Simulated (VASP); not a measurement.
# Pd (P6_3/mmc) in VASP: single point with PBEsol

Aim: the single point of Pd with PBEsol.

All numbers are computed with VASP 6.6.1; they aren't measurements. Logs are shortened: lines on timing, memory, paths and dates and some standing lists are left out, and cuts for length are marked.

## Step 1: The cell of the first run

It takes space group P6_3/mmc (No. 194, hexagonal). Conventional cell: a = 2.719 Å, b = 2.719 Å, c = 4.566 Å, α = 90.00°, β = 90.00°, γ = 120.00°. Pd (site symmetry -6m2) has 12 Pd at 2.72 to 2.77 Å within 3.6 Å.

This isn't the form of Pd at room conditions, which is fcc.

## Step 2: Single point, PBEsol

INCAR reads:

```
PREC = Accurate
ENCUT = 500
EDIFF = 1E-6
ISMEAR = 0
SIGMA = 0.1
LREAL = F
LASPH = T
NELM = 120
ALGO = Normal
ISIF = 2
LWAVE = F
LCHARG = F
GGA = PS
NBANDS = 17
GGA_COMPAT = F
```

KPOINTS reads:

```
regular mesh
0
Gamma
  18 18 10
```

POSCAR reads:

```
Pd
1.0
    2.7190546194      0.0000000000      0.0000000000
   -1.3595273097      2.3547703747      0.0000000000
    0.0000000000      0.0000000000      4.5657734185
Pd
2
Direct
    0.3333333333      0.6666666667      0.2500000000
    0.6666666667      0.3333333333      0.7500000000
```

Potentials or basis: VASP PAW PBE potentials, release 64 (Pd).

Run with:

```
> cat potpaw_PBE.64/Pd/POTCAR > POTCAR
> mpirun -np 1 vasp_std > vasp.out
```

OUTCAR:

```text
PREC = Accurate
   ENCUT = 500
   EDIFF = 1E-6
   ISMEAR = 0
   LREAL = F
   LASPH = T
   NELM = 120
   ISIF = 2
   GGA = PS

 ion  position               nearest neighbor table
   1  0.333  0.667  0.250-   2 2.77   2 2.77   2 2.77   2 2.77   2 2.77   2 2.77
   2  0.667  0.333  0.750-   1 2.77   1 2.77   1 2.77   1 2.77   1 2.77   1 2.77

  LATTYP: Found a hexagonal cell.
 ALAT       =     2.7190546194
 C/A-ratio  =     1.6791767940

  Lattice vectors:

 A1 = (   2.7190546194,   0.0000000000,   0.0000000000)
 A2 = (  -1.3595273097,   2.3547703747,   0.0000000000)
 A3 = (   0.0000000000,   0.0000000000,   4.5657734185)

Analysis of symmetry for initial positions (statically):
=====================================================================
 Subroutine PRICEL returns:
 Original cell was already a primitive cell.

 Routine SETGRP: Setting up the symmetry group for a
 hexagonal supercell.

 Subroutine GETGRP returns: Found 24 space group operations
 (whereof 12 operations were pure point group operations)
 out of a pool of 24 trial point group operations.

The static configuration has the point symmetry D_3d.
 The point group associated with its full space group is D_6h.

Analysis of symmetry for dynamics (positions and initial velocities):
=====================================================================
 Subroutine PRICEL returns:
 Original cell was already a primitive cell.

 Routine SETGRP: Setting up the symmetry group for a
 hexagonal supercell.

 Subroutine GETGRP returns: Found 24 space group operations
 (whereof 12 operations were pure point group operations)
 out of a pool of 24 trial point group operations.

The dynamic configuration has the point symmetry D_3d.
 The point group associated with its full space group is D_6h.

 Subroutine INISYM returns: Found 24 space group operations
 (whereof 12 operations are pure point group operations),
 and found     1 'primitive' translations

----------------------------------------------------------------------------------------

                                     Primitive cell

  volume of cell :      29.2335

  direct lattice vectors                    reciprocal lattice vectors
     2.719054619  0.000000000  0.000000000     0.367774885  0.212334929  0.000000000
    -1.359527310  2.354770375  0.000000000     0.000000000  0.424669858  0.000000000
     0.000000000  0.000000000  4.565773419     0.000000000  0.000000000  0.219020943

  length of vectors
     2.719054619  2.719054619  4.565773419     0.424669858  0.424669858  0.219020943

  position of ions in fractional coordinates (direct lattice)
     0.333333333  0.666666667  0.250000000
     0.666666667  0.333333333  0.750000000

  ion indices of the primitive-cell ions
   primitive index   ion index
                 1           1
                 2           2

----------------------------------------------------------------------------------------

 KPOINTS: regular mesh

Automatic generation of k-mesh.
 Grid dimensions read from file:
 generate k-points for:   18   18   10

 Generating k-lattice:

  Cartesian coordinates                     Fractional coordinates (reciprocal lattice)
     0.020431938  0.011796385  0.000000000     0.055555556  0.000000000  0.000000000
     0.000000000  0.023592770  0.000000000     0.000000000  0.055555556  0.000000000
     0.000000000  0.000000000  0.021902094     0.000000000  0.000000000  0.100000000

  Length of vectors
     0.023592770  0.023592770  0.021902094

  Shift w.r.t. Gamma in fractional coordinates (k-lattice)
     0.000000000  0.000000000  0.000000000

 Subroutine IBZKPT returns following result:
 ===========================================

 Found    222 irreducible k-points:

 Following reciprocal coordinates:
            Coordinates               Weight
  0.000000  0.000000  0.000000      1.000000
  0.055556 -0.000000  0.000000      6.000000
  0.111111 -0.000000  0.000000      6.000000
  0.166667  0.000000  0.000000      6.000000
  0.222222  0.000000  0.000000      6.000000
  0.277778  0.000000  0.000000      6.000000
[... 16 lines left out ...]
  0.333333  0.111111  0.000000     12.000000
  0.388889  0.111111  0.000000     12.000000
 [... further k-points ...]
   k-points           NKPTS =    222   k-points in BZ     NKDIM =    222   number of bands    NBANDS=     17
   number of dos      NEDOS =    301   number of ions     NIONS =      2
   total plane-waves  NPLWV =  14400
   dimension x,y,z NGX =    20 NGY =   20 NGZ =   36
   dimension x,y,z NGXF=    40 NGYF=   40 NGZF=   72
   ions per type =               2
   NGX,Y,Z   is equivalent  to a cutoff of  12.23, 12.23, 13.11 a.u.
   NGXF,Y,Z  is equivalent  to a cutoff of  24.46, 24.46, 26.22 a.u.
 SYSTEM =  unknown system
   PREC   = accura    normal or accurate (medium, high low for compatibility)
   ISTART =      0    job   : 0-new  1-cont  2-samecut
   ICHARG =      2    charge: 1-file 2-atom 10-const
   ISPIN  =      1    spin polarized calculation?
   LNONCOLLINEAR =      F non collinear calculations
   LSORBIT =      F    spin-orbit coupling
   LASPH  =      T    aspherical Exc in radial PAW
   ENCUT  =  500.0 eV  36.75 Ry    6.06 a.u.   4.96  4.96  8.32*2*pi/ulx,y,z
   NELM   =    120;   NELMIN=  2; NELMDL= -5     # of ELM steps
   EDIFF  = 0.1E-05   stopping-criterion for ELM
   LREAL  =      F    real-space projection
   EDIFFG = 0.1E-04   stopping-criterion for IOM
   NSW    =      0    number of steps for IOM
   IBRION =     -1    ionic relax: 0-MD 1-quasi-New 2-CG
   NFREE  =      0    steps in history (QN), initial steepest desc. (CG)
   ISIF   =      2    stress and relaxation
   ISYM   =      2    0-nonsym 1-usesym 2-fastsym
   POTIM  = 0.5000    time-step for ionic-motion
   TEBEG  =    0.0;   TEEND  =   0.0 temperature during run
   PSTRESS=    0.0 pullay stress
   NELECT =      20.0000    total number of electrons
   NUPDOWN=      -1.0000    fix difference up-down
   EMIN   =  10.00;   EMAX   =-10.00  energy-range for DOS
   EFERMI =   0.00;   METHOD = LEGACY
   ISMEAR =     0;   SIGMA  =   0.10  broadening in eV -4-tet -1-fermi 0-gaus
   EFERMI_NEDOS =   21; number of points for ismear=-14 and -15
   IALGO  =     38    algorithm
   IMIX   =      4    mixing-type and parameters
     AMIX     =   0.40;   BMIX     =  1.00
     AMIX_MAG =   1.60;   BMIX_MAG =  1.00
  volume/ion in A,a.u.               =      14.62        98.64
  Fermi-wavevector in a.u.,A,eV,Ry     =   1.442529  2.725984 28.312225  2.080890
  Thomas-Fermi vector in A             =   2.561039
   LORBIT       =      0    0 simple, 1 ext, 2 COOP (PROOUT), +10 PAW based schemes
   GGA     = PS    functional components
   LHFCALC =     F    Hartree Fock is set to
   AEXX    =    0.0000 exact exchange contribution
   IVDW    =     0    specifies the selected vdW correction
   LEPSILON=     F    determine dielectric tensor
   LRPA    =     F    only Hartree local field effects (RPA)
 non-spin polarized calculation
 Gauss-broadening in eV      SIGMA  =   0.10
  energy-cutoff  :      500.00
  volume of cell :       29.23
 maximum number of plane-waves:       768
 NGX is ok and might be reduce to    20
   NGX =  9   NGY =  9   NGZ = 17

 number of electron      19.9999998 magnetization

 Free energy of the ion-electron system (eV)
  ---------------------------------------------------
  ext. energy  EPLUGINS =         0.00000000
  ---------------------------------------------------
  free energy    TOTEN  =       -11.86015800 eV

  energy without entropy =      -11.83312029  energy(sigma->0) =      -11.84663915

 E-fermi :   9.7817     XC(G=0): -13.4342

 val. band max:        9.7786049778   @ k =   0.2778   0.1667   0.2000
 cond. band min:       9.7824117321   @ k =   0.3889   0.1111   0.0000
 fundamental gap:      0.0038067543
 Fermi energy:         9.7817292684

 k-point     1 :       0.0000    0.0000    0.0000
  band No.  band energies     occupation
      1       2.4636      2.00000
      2       4.3406      2.00000
      3       6.7171      2.00000
      4       6.9713      2.00000
      5       6.9713      2.00000
      6       7.3233      2.00000
[... 9 lines left out ...]
     16      29.3634      0.00000
     17      32.3759      0.00000

 k-point     2 :       0.0556   -0.0000    0.0000
  band No.  band energies     occupation
      1       2.5671      2.00000
      2       4.4171      2.00000
      3       6.6648      2.00000
      4       7.0116      2.00000
      5       7.0419      2.00000
      6       7.2861      2.00000
[... 9 lines left out ...]
     16      29.3384      0.00000
     17      31.6204      0.00000

 k-point     3 :       0.1111   -0.0000    0.0000
  band No.  band energies     occupation
      1       2.8681      2.00000
      2       4.6278      2.00000
      3       6.5231      2.00000
      4       7.0878      2.00000
      5       7.2430      2.00000
      6       7.2493      2.00000
[... 9 lines left out ...]
     16      28.9464      0.00000
     17      30.2569      0.00000

 k-point     4 :       0.1667    0.0000    0.0000
  band No.  band energies     occupation
      1       3.3346      2.00000
      2       4.9009      2.00000
      3       6.3656      2.00000
      4       6.9859      2.00000
      5       7.1163      2.00000
      6       7.4616      2.00000
[... 9 lines left out ...]
     16      28.8296      0.00000
     17      29.2184      0.00000

 k-point     5 :       0.2222    0.0000    0.0000
  band No.  band energies     occupation
      1       3.8945      2.00000
      2       5.0766      2.00000
      3       6.3429      2.00000
      4       6.4988      2.00000
      5       6.8835      2.00000
      6       7.5992      2.00000
[... 9 lines left out ...]
     16      28.2809      0.00000
     17      29.1225      0.00000

 k-point     6 :       0.2778    0.0000    0.0000
  band No.  band energies     occupation
      1       4.4041      2.00000
      2       5.0332      2.00000
      3       5.9626      2.00000
      4       6.5583      2.00000
      5       6.9250      2.00000
      6       7.4171      2.00000
[... 9 lines left out ...]
     16      27.0260      0.00000
     17      28.7923      0.00000

 k-point     7 :       0.3333    0.0000    0.0000
  band No.  band energies     occupation
      1       4.6551      2.00000
      2       4.9195      2.00000
      3       5.5334      2.00000
      4       6.9215      2.00000
      5       7.1596      2.00000
      6       7.2583      2.00000
[... 9 lines left out ...]
     16      25.8609      0.00000
     17      27.1626      0.00000

 k-point     8 :       0.3889    0.0000    0.0000
  band No.  band energies     occupation
      1       4.5906      2.00000
      2       4.9046      2.00000
      3       5.2216      2.00000
      4       7.1359      2.00000
      5       7.2704      2.00000
      6       7.2953      2.00000
[... 9 lines left out ...]
     16      24.7854      0.00000
     17      25.2385      0.00000
[... 203 lines left out ...]
      1       3.6070      2.00000
      2       5.0782      2.00000
      3       6.1962      2.00000
      4       6.8973      2.00000
      5       7.0004      2.00000
      6       7.3940      2.00000
[... 9 lines left out ...]
     16      29.1973      0.00000
     17      29.4986      0.00000

 k-point    20 :       0.1667    0.1111    0.0000
  band No.  band energies     occupation
      1       4.1616      2.00000
      2       5.2988      2.00000
      3       6.0526      2.00000
      4       6.3763      2.00000
      5       6.9318      2.00000
      6       7.2520      2.00000
[... 9 lines left out ...]
     16      28.0860      0.00000
     17      29.5833      0.00000

 k-point    21 :       0.2222    0.1111    0.0000
  band No.  band energies     occupation
      1       4.6911      2.00000
      2       5.2720      2.00000
      3       5.9082      2.00000
      4       6.1758      2.00000
      5       6.9740      2.00000
      6       7.0844      2.00000
[... 9 lines left out ...]
     16      27.0213      0.00000
     17      29.1126      0.00000

 k-point    22 :       0.2778    0.1111    0.0000
  band No.  band energies     occupation
      1       4.9721      2.00000
      2       5.1276      2.00000
      3       5.5262      2.00000
      4       6.5531      2.00000
      5       6.9711      2.00000
      6       7.1540      2.00000
[... 9 lines left out ...]
     16      25.9902      0.00000
     17      27.3204      0.00000

 k-point    23 :       0.3333    0.1111    0.0000
  band No.  band energies     occupation
      1       4.8658      2.00000
      2       5.1425      2.00000
      3       5.2456      2.00000
      4       6.9162      2.00000
      5       7.0295      2.00000
      6       7.3730      2.00000
[... 9 lines left out ...]
     16      24.9780      0.00000
     17      25.4270      0.00000

 k-point    24 :       0.3889    0.1111    0.0000
  band No.  band energies     occupation
      1       4.7487      2.00000
      2       5.0745      2.00000
      3       5.1340      2.00000
      4       6.9154      2.00000
      5       7.2135      2.00000
      6       7.4040      2.00000
[... 9 lines left out ...]
     16      23.8389      0.00000
     17      24.0733      0.00000

 [... further k-points ...]

------------------------ aborting loop because EDIFF is reached ----------------------------------------

  FORCE on cell =-STRESS in cart. coord.  units (eV):
  Direction    XX          YY          ZZ          XY          YZ          ZX
  --------------------------------------------------------------------------------------
  -------------------------------------------------------------------------------------
  Total       -0.0414582     -0.0414582     -0.0538825     -0.0000000     -0.0000000      0.0000000
  in kB       -2.2721639     -2.2721639     -2.9530934     -0.0000000     -0.0000000      0.0000000
  external PRESSURE =      -2.4991404 kB  Pullay stress =       0.0000000 kB

 VOLUME and BASIS-vectors are now :
 -----------------------------------------------------------------------------
  energy-cutoff  :      500.00
  volume of cell :       29.23
      direct lattice vectors                 reciprocal lattice vectors
     2.719054619  0.000000000  0.000000000     0.367774885  0.212334929  0.000000000
    -1.359527310  2.354770375  0.000000000     0.000000000  0.424669858  0.000000000
     0.000000000  0.000000000  4.565773419     0.000000000  0.000000000  0.219020943

 POSITION                                       TOTAL-FORCE (eV/Angst)
 -----------------------------------------------------------------------------------
     -0.00000      1.56985      1.14144        -0.000000     -0.000000      0.000000
      1.35953      0.78492      3.42433         0.000000      0.000000      0.000000
 -----------------------------------------------------------------------------------
    total drift:                               -0.000000      0.000000     -0.000000

  FREE ENERGIE OF THE ION-ELECTRON SYSTEM (eV)
  ---------------------------------------------------
  free  energy   TOTEN  =       -11.8601580028 eV

  energy  without entropy=      -11.8331202898  energy(sigma->0) =      -11.84663915
```

Run time: 1.7 min. Hardware: 1 thread of Intel Xeon 8259CL, shared host; peak memory 0.21 GiB.

What came out:

| Quantity | Value |
| --- | --- |
| Free energy | -11.8602 eV |
| Pressure | -0.2 GPa |
| Band gap on the k mesh | zero (bands 10 and 11 overlap by 0.94 eV) |

Levels at points of the mesh, in eV from the Fermi level:
| k point | band 8 | band 9 | band 10 | band 11 | band 12 | band 13 |
| --- | --- | --- | --- | --- | --- | --- |
| (0.00, 0.00, 0.00) | -1.66 | -1.66 | -0.23 | -0.23 | 0.66 | 6.91 |
| (0.50, 0.00, 0.00) | 0.03 | 0.05 | 0.24 | 2.60 | 4.59 | 9.67 |
| (0.00, 0.00, 0.50) | -2.84 | -0.70 | -0.70 | -0.70 | -0.70 | 13.94 |
| (0.50, 0.00, 0.50) | -0.50 | 0.16 | 0.16 | 2.59 | 2.59 | 8.33 |

Caveat: the PAW data sets were made with another functional, which shifts forces and pressure a little.
